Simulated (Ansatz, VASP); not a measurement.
**One calculation of AlNi, two programs**

Contents of INCAR:

```
PREC     = Accurate       # precision mode
ENCUT    = 520            # plane-wave cutoff, eV
EDIFF    = 1E-7           # SCF threshold, eV
ISMEAR   = 0              # smearing method
SIGMA    = 0.15           # smearing width, eV
LREAL    = F              # projectors in reciprocal space
LASPH    = T              # aspherical terms in the spheres
NELM     = 100            # most SCF steps
ALGO     = Fast           # electronic algorithm
ISIF     = 2              # what is computed and relaxed
LWAVE    = F              # write WAVECAR
LCHARG   = F              # write CHGCAR
GGA      = PE             # functional
NBANDS   = 14             # bands
```

File KPOINTS:

```
regular mesh
0
Gamma
  15 15 14
```

Contents of POSCAR:

```
AlNi
1.0
    2.3639728847     -1.3653627902     -0.0544045529
    2.3639728847      1.3653627902     -0.0544045529
   -1.4855378211      0.0000000000      3.9390445835
Al Ni
1 1
Direct
    0.0000000000      0.0000000000      0.0000000000
    0.5000000000      0.5000000000      0.5000000000
```

Input for Ansatz:

```yaml
crystal:
  lattice:
    - [2.3639728847, -1.3653627902, -0.0544045529]
    - [2.3639728847, 1.3653627902, -0.0544045529]
    - [-1.4855378211, 0.0, 3.9390445835]
  atoms:
    - { symbol: Al, position: [0.0, 0.0, 0.0] }
    - { symbol: Ni, position: [0.5, 0.5, 0.5] }
basis:
  ecutwfc: 420
kpoints:
  mp_grid: { grid: [15, 15, 14] }
hamiltonian:
  xc: pbe
scf:
  occupations: { method: gaussian, width: 0.15 }
output:
  forces: true
  stress: true
  eigenvalues: true
```

Alike in both runs: task single point; functional PBE; k mesh 15 × 15 × 14; occupations gaussian, width 0.15 eV; no spin polarisation.

|  | VASP | Ansatz |
| --- | --- | --- |
| version | VASP 6.6.1 | Ansatz 0.2.0 |
| potentials or method | VASP PAW PBE potentials, release 64 (Al, Ni), cutoff 520 eV | scalar-relativistic, plane waves, PAW |
| valence electrons in the cell | 13 | 21 |

```csv
,VASP,Ansatz,Ansatz less VASP
gap on the k mesh at the Fermi level (eV),none,none,-
pressure (GPa),0.2,0.0,-0.12
"traceless stress, the component that is largest in VASP (GPa)",-0.19,-0.05,+0.135
```

A gap of «none» marks a metal or a gap that the smearing closes. With one functional, cell and mesh, what is left measures potentials, basis and numerics. VASP's potentials hold 13 valence electrons a cell and Ansatz's 21, so a difference there can come from the potentials and not from the codes.
